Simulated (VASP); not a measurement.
# SrMg (R-3m) in VASP: a series of runs

The runs below take SrMg through single point, relaxation of cell and atoms, with LDA.

Program: VASP 6.6.1. These are calculated values, not measurements. Logs are shortened: lines on timing, memory, paths and dates and some standing lists are left out, and cuts for length are marked.

## 1. The cell of the first run

The structure is trigonal, space group R-3m (No. 166). Conventional cell: a = 3.855 Å, b = 3.855 Å, c = 16.692 Å, α = 90.00°, β = 90.00°, γ = 120.00°. Sr (site symmetry -3m) has 6 Mg at 3.56 Å and 6 Sr at 3.85 Å within 4.7 Å. Mg (site symmetry -3m) has 6 Sr at 3.56 Å and 6 Mg at 3.85 Å within 4.7 Å.

## 2. Single point, LDA

Contents of INCAR:

```
PREC     = Accurate       # precision mode
ENCUT    = 520            # plane-wave cutoff, eV
EDIFF    = 1E-6           # SCF threshold, eV
ISMEAR   = 0              # smearing method
SIGMA    = 0.1            # smearing width, eV
LREAL    = F              # projectors in reciprocal space
LASPH    = T              # aspherical terms in the spheres
NELM     = 100            # most SCF steps
ALGO     = Normal         # electronic algorithm
ISIF     = 2              # what is computed and relaxed
LWAVE    = F              # write WAVECAR
LCHARG   = F              # write CHGCAR
NBANDS   = 13             # bands
```

Contents of KPOINTS:

```
regular mesh
0
Gamma
  7 7 7
```

Contents of POSCAR:

```
SrMg
1.0
    1.9274646290      1.1128222207      5.5639431599
   -1.9274646290      1.1128222207      5.5639431599
    0.0000000000     -2.2256444464      5.5639431589
Sr Mg
1 1
Direct
    0.5000000000      0.5000000000      0.5000000000
    0.0000000000      0.0000000000      0.0000000000
```

Potentials or basis: VASP PAW LDA potentials, release 64 (Sr_sv, Mg).

Command:

```bash
cat potpaw_LDA.64/Sr_sv/POTCAR potpaw_LDA.64/Mg/POTCAR > POTCAR
mpirun -np 1 vasp_std > vasp.out
```

OUTCAR:

```text
PREC = Accurate
   ENCUT = 520
   EDIFF = 1E-6
   ISMEAR = 0
   LREAL = F
   LASPH = T
   NELM = 100
   ISIF = 2

 ion  position               nearest neighbor table
   1  0.500  0.500  0.500-   2 3.56   2 3.56   2 3.56   2 3.56   2 3.56   2 3.56
   2  0.000  0.000  0.000-   1 3.56   1 3.56   1 3.56   1 3.56   1 3.56   1 3.56

  LATTYP: Found a trigonal (rhomboedric) cell.
 ALAT       =     5.9925751291
 COS(alpha) =     0.7930926804

  Lattice vectors:

 A1 = (   1.9274646290,   1.1128222207,   5.5639431599)
 A2 = (  -1.9274646290,   1.1128222207,   5.5639431599)
 A3 = (   0.0000000000,  -2.2256444464,   5.5639431589)

Analysis of symmetry for initial positions (statically):
=====================================================================
 Subroutine PRICEL returns:
 Original cell was already a primitive cell.

 Routine SETGRP: Setting up the symmetry group for a
 trigonal (rhombohedral) supercell.

 Subroutine GETGRP returns: Found 12 space group operations
 (whereof 12 operations were pure point group operations)
 out of a pool of 12 trial point group operations.

The static configuration has the point symmetry D_3d.

Analysis of symmetry for dynamics (positions and initial velocities):
=====================================================================
 Subroutine PRICEL returns:
 Original cell was already a primitive cell.

 Routine SETGRP: Setting up the symmetry group for a
 trigonal (rhombohedral) supercell.

 Subroutine GETGRP returns: Found 12 space group operations
 (whereof 12 operations were pure point group operations)
 out of a pool of 12 trial point group operations.

The dynamic configuration has the point symmetry D_3d.

 Subroutine INISYM returns: Found 12 space group operations
 (whereof 12 operations are pure point group operations),
 and found     1 'primitive' translations

----------------------------------------------------------------------------------------

                                     Primitive cell

  volume of cell :      71.6055

  direct lattice vectors                    reciprocal lattice vectors
     1.927464629  1.112822221  5.563943160     0.259408133  0.149769355  0.059909550
    -1.927464629  1.112822221  5.563943160    -0.259408133  0.149769355  0.059909550
     0.000000000 -2.225644446  5.563943159     0.000000000 -0.299538710  0.059909550

  length of vectors
     5.992575129  5.992575129  5.992575129     0.305471100  0.305471100  0.305471100

  position of ions in fractional coordinates (direct lattice)
     0.500000000  0.500000000  0.500000000
     0.000000000  0.000000000  0.000000000

  ion indices of the primitive-cell ions
   primitive index   ion index
                 1           1
                 2           2

----------------------------------------------------------------------------------------

 KPOINTS: regular mesh

Automatic generation of k-mesh.
 Grid dimensions read from file:
 generate k-points for:    7    7    7

 Generating k-lattice:

  Cartesian coordinates                     Fractional coordinates (reciprocal lattice)
     0.037058305  0.021395622  0.008558507     0.142857143  0.000000000  0.000000000
    -0.037058305  0.021395622  0.008558507     0.000000000  0.142857143  0.000000000
     0.000000000 -0.042791244  0.008558507     0.000000000  0.000000000  0.142857143

  Length of vectors
     0.043638729  0.043638729  0.043638729

  Shift w.r.t. Gamma in fractional coordinates (k-lattice)
     0.000000000  0.000000000  0.000000000

 Subroutine IBZKPT returns following result:
 ===========================================

 Found     44 irreducible k-points:

 Following reciprocal coordinates:
            Coordinates               Weight
  0.000000  0.000000  0.000000      1.000000
  0.142857 -0.000000  0.000000      6.000000
  0.285714  0.000000  0.000000      6.000000
  0.428571 -0.000000  0.000000      6.000000
  0.142857  0.142857  0.000000      6.000000
  0.285714  0.142857 -0.000000     12.000000
[... 16 lines left out ...]
  0.285714  0.285714  0.142857      6.000000
  0.428571  0.285714  0.142857     12.000000
 [... further k-points ...]
   k-points           NKPTS =     44   k-points in BZ     NKDIM =     44   number of bands    NBANDS=     13
   number of dos      NEDOS =    301   number of ions     NIONS =      2
   total plane-waves  NPLWV = 110592
   dimension x,y,z NGX =    48 NGY =   48 NGZ =   48
   dimension x,y,z NGXF=    96 NGYF=   96 NGZF=   96
   ions per type =               1   1
   NGX,Y,Z   is equivalent  to a cutoff of  13.32, 13.32, 13.32 a.u.
   NGXF,Y,Z  is equivalent  to a cutoff of  26.63, 26.63, 26.63 a.u.
 SYSTEM =  unknown system
   PREC   = accura    normal or accurate (medium, high low for compatibility)
   ISTART =      0    job   : 0-new  1-cont  2-samecut
   ICHARG =      2    charge: 1-file 2-atom 10-const
   ISPIN  =      1    spin polarized calculation?
   LNONCOLLINEAR =      F non collinear calculations
   LSORBIT =      F    spin-orbit coupling
   LASPH  =      T    aspherical Exc in radial PAW
   ENCUT  =  520.0 eV  38.22 Ry    6.18 a.u.  11.14 11.14 11.14*2*pi/ulx,y,z
   NELM   =    100;   NELMIN=  2; NELMDL= -5     # of ELM steps
   EDIFF  = 0.1E-05   stopping-criterion for ELM
   LREAL  =      F    real-space projection
   EDIFFG = 0.1E-04   stopping-criterion for IOM
   NSW    =      0    number of steps for IOM
   IBRION =     -1    ionic relax: 0-MD 1-quasi-New 2-CG
   NFREE  =      0    steps in history (QN), initial steepest desc. (CG)
   ISIF   =      2    stress and relaxation
   ISYM   =      2    0-nonsym 1-usesym 2-fastsym
   POTIM  = 0.5000    time-step for ionic-motion
   TEBEG  =    0.0;   TEEND  =   0.0 temperature during run
   PSTRESS=    0.0 pullay stress
   NELECT =      12.0000    total number of electrons
   NUPDOWN=      -1.0000    fix difference up-down
   EMIN   =  10.00;   EMAX   =-10.00  energy-range for DOS
   EFERMI =   0.00;   METHOD = LEGACY
   ISMEAR =     0;   SIGMA  =   0.10  broadening in eV -4-tet -1-fermi 0-gaus
   EFERMI_NEDOS =   21; number of points for ismear=-14 and -15
   IALGO  =     38    algorithm
   IMIX   =      4    mixing-type and parameters
     AMIX     =   0.40;   BMIX     =  1.00
     AMIX_MAG =   1.60;   BMIX_MAG =  1.00
  volume/ion in A,a.u.               =      35.80       241.61
  Fermi-wavevector in a.u.,A,eV,Ry     =   0.902582  1.705632 11.084037  0.814654
  Thomas-Fermi vector in A             =   2.025803
   LORBIT       =      0    0 simple, 1 ext, 2 COOP (PROOUT), +10 PAW based schemes
   GGA     = CA    functional components
   LHFCALC =     F    Hartree Fock is set to
   AEXX    =    0.0000 exact exchange contribution
   IVDW    =     0    specifies the selected vdW correction
   LEPSILON=     F    determine dielectric tensor
   LRPA    =     F    only Hartree local field effects (RPA)
 non-spin polarized calculation
 Gauss-broadening in eV      SIGMA  =   0.10
  energy-cutoff  :      520.00
  volume of cell :       71.61
 maximum number of plane-waves:      1945
 NGX is ok and might be reduce to    48
   NGX = 23   NGY = 23   NGZ = 23

 number of electron      12.0000000 magnetization

 Free energy of the ion-electron system (eV)
  ---------------------------------------------------
  ext. energy  EPLUGINS =         0.00000000
  ---------------------------------------------------
  free energy    TOTEN  =        -3.51096148 eV

  energy without entropy =       -3.49830331  energy(sigma->0) =       -3.50463240

 E-fermi :   1.8144     XC(G=0):  -8.2014

 val. band max:        1.8068041800   @ k =  -0.2857   0.2857   0.2857
 cond. band min:       1.8260984441   @ k =  -0.1429   0.2857   0.1429
 fundamental gap:      0.0192942640
 Fermi energy:         1.8143585086

 k-point     1 :       0.0000    0.0000    0.0000
  band No.  band energies     occupation
      1     -33.9613      2.00000
      2     -16.1011      2.00000
      3     -15.8953      2.00000
      4     -15.8953      2.00000
      5      -3.0367      2.00000
      6       1.2030      2.00000
      7       2.2525      0.00000
      8       4.6875      0.00000
      9       4.6875      0.00000
     10       6.2947      0.00000
     11       6.2947      0.00000
     12       8.0446      0.00000
     13       9.3110      0.00000

 k-point     2 :       0.1429   -0.0000    0.0000
  band No.  band energies     occupation
      1     -33.9541      2.00000
      2     -16.0882      2.00000
      3     -15.9800      2.00000
      4     -15.9142      2.00000
      5      -2.7058      2.00000
      6       1.4510      2.00000
      7       2.3060      0.00000
      8       4.0799      0.00000
      9       5.0712      0.00000
     10       5.8801      0.00000
     11       5.8866      0.00000
     12       7.8737      0.00000
     13       8.3548      0.00000

 k-point     3 :       0.2857    0.0000    0.0000
  band No.  band energies     occupation
      1     -33.9378      2.00000
      2     -16.1639      2.00000
      3     -16.0592      2.00000
      4     -15.9564      2.00000
      5      -1.7774      2.00000
      6       1.6138      1.99544
      7       2.7591      0.00000
      8       3.0429      0.00000
      9       4.7112      0.00000
     10       5.2300      0.00000
     11       6.1607      0.00000
     12       7.5218      0.00000
     13       8.0705      0.00000
[... 305 lines left out ...]
 k-point    23 :       0.2857    0.2857    0.1429
  band No.  band energies     occupation
      1     -33.9540      2.00000
      2     -16.0922      2.00000
      3     -15.9799      2.00000
      4     -15.9144      2.00000
      5      -2.4085      2.00000
      6       0.3700      2.00000
      7       3.1483      0.00000
      8       4.1286      0.00000
      9       4.9987      0.00000
     10       5.4437      0.00000
     11       6.2662      0.00000
     12       8.1889      0.00000
     13       8.8907      0.00000

 k-point    24 :       0.4286    0.2857    0.1429
  band No.  band energies     occupation
      1     -33.9423      2.00000
      2     -16.1015      2.00000
      3     -16.0710      2.00000
      4     -15.9573      2.00000
      5      -1.7306      2.00000
      6       0.6250      2.00000
      7       3.0858      0.00000
      8       3.7485      0.00000
      9       4.6749      0.00000
     10       5.4631      0.00000
     11       5.7246      0.00000
     12       7.1749      0.00000
     13       8.5691      0.00000

 [... further k-points ...]
[... 5 lines left out ...]
  --------------------------------------------------------------------------------------
  -------------------------------------------------------------------------------------
  Total       -0.0618882     -0.0618882     -0.0930914      0.0000000      0.0000000      0.0000000
  in kB       -1.3847540     -1.3847540     -2.0829272      0.0000000      0.0000000      0.0000000
  external PRESSURE =      -1.6174784 kB  Pullay stress =       0.0000000 kB

 VOLUME and BASIS-vectors are now :
 -----------------------------------------------------------------------------
  energy-cutoff  :      520.00
  volume of cell :       71.61
      direct lattice vectors                 reciprocal lattice vectors
     1.927464629  1.112822221  5.563943160     0.259408133  0.149769355  0.059909550
    -1.927464629  1.112822221  5.563943160    -0.259408133  0.149769355  0.059909550
     0.000000000 -2.225644446  5.563943159     0.000000000 -0.299538710  0.059909550

 POSITION                                       TOTAL-FORCE (eV/Angst)
 -----------------------------------------------------------------------------------
      0.00000     -0.00000      8.34591        -0.000000      0.000000     -0.000000
      0.00000      0.00000      0.00000         0.000000     -0.000000      0.000000
 -----------------------------------------------------------------------------------
    total drift:                                0.000000      0.000000     -0.000000

  FREE ENERGIE OF THE ION-ELECTRON SYSTEM (eV)
  ---------------------------------------------------
  free  energy   TOTEN  =        -3.5109614774 eV

  energy  without entropy=       -3.4983033130  energy(sigma->0) =       -3.50463240
```

Run time: 29 s. Hardware: 1 thread of Intel Xeon 6975P-C (Granite Rapids), shared host; peak memory 0.27 GiB.

What came out:

| Item | Value |
| --- | --- |
| Free energy | -3.5110 eV |
| Pressure | -0.2 GPa |
| Band gap on the k mesh | zero (band 6 reaches 2.08 eV, above the bottom of band 7 at 1.51 eV) |

## 3. Relaxation of cell and atoms, LDA

This run uses another cell than the first one, of 39.88 Å³/atom, 1.114 times its volume.

Contents of INCAR:

```
  PREC = Accurate
  ENCUT = 600
  EDIFF = 1E-6
  ISMEAR = 0
  SIGMA = 0.1
  LREAL = F
  LASPH = T
  NELM = 100
  ALGO = Normal
  ISIF = 3
  LWAVE = F
  LCHARG = F
  GGA = CA
  IBRION = 2
  NSW = 80
  EDIFFG = -0.03
```

KPOINTS is that of step 2.

Contents of POSCAR:

```
SrMg
1.0
    2.0418069200      1.1788377700      5.5224155500
   -2.0418069200      1.1788377700      5.5224155500
    0.0000000000     -2.3576755500      5.5224155500
Sr Mg
1 1
Direct
    0.5000000000      0.5000000000      0.5000000000
    0.0000000000      0.0000000000      0.0000000000
```

Potentials or basis: VASP PAW LDA potentials, release 64 (Sr_sv, Mg).

Command:

```bash
cat potpaw_LDA.64/Sr_sv/POTCAR potpaw_LDA.64/Mg/POTCAR > POTCAR
mpirun -np 1 vasp_std > vasp.out
```

Wall time 1.8 min (1 thread of Intel Xeon 6975P-C (Granite Rapids), shared host); peak memory 0.3 GiB.

It converged, with:

* Free energy: -3.5114 eV
* Relaxed volume: 35.61 Å³/atom
* Relaxed cell: a = 5.989 Å, b = 5.989 Å, c = 5.989 Å, α = 37.45°, β = 37.45°, γ = 37.45°
* Space group after relaxing (to 0.05 Å): R-3m (No. 166)
* Energy gained by relaxing: 27.4 meV/atom
* Ionic steps: 6
* Pressure after relaxing: -0.1 GPa
* Band gap on the k mesh: zero (band 6 reaches 2.09 eV, above the bottom of band 7 at 1.53 eV)

The path:
| step | energy change (eV) | largest force (eV/Å) | pressure (GPa) | volume (Å³) |
| --- | --- | --- | --- | --- |
| 1 | 0.0000 | 0.0000 | -1.55 | 79.75 |
| 2 | -0.0361 | 0.0000 | -0.75 | 75.37 |
| 3 | -0.0473 | 0.0000 | 0.00 | 72.09 |
| 4 | -0.0476 | 0.0000 | 0.17 | 71.41 |
| 5 | -0.0524 | 0.0000 | 0.08 | 71.35 |
| 6 | -0.0549 | 0.0000 | -0.07 | 71.22 |

Final structure:
```
CELL_PARAMETERS angstrom
1.92262 1.11002 5.56210
-1.92262 1.11002 5.56210
0.00000 -2.22005 5.56210
ATOMIC_POSITIONS crystal
Sr 0.50000 0.50000 0.50000
Mg 0.00000 0.00000 0.00000
```

Levels at points of the mesh, in eV from the Fermi level:
```
           k point  band 4  band 5  band 6  band 7  band 8  band 9
(0.00, 0.00, 0.00)  -17.70   -4.86   -0.62    0.43    2.88    2.88
```
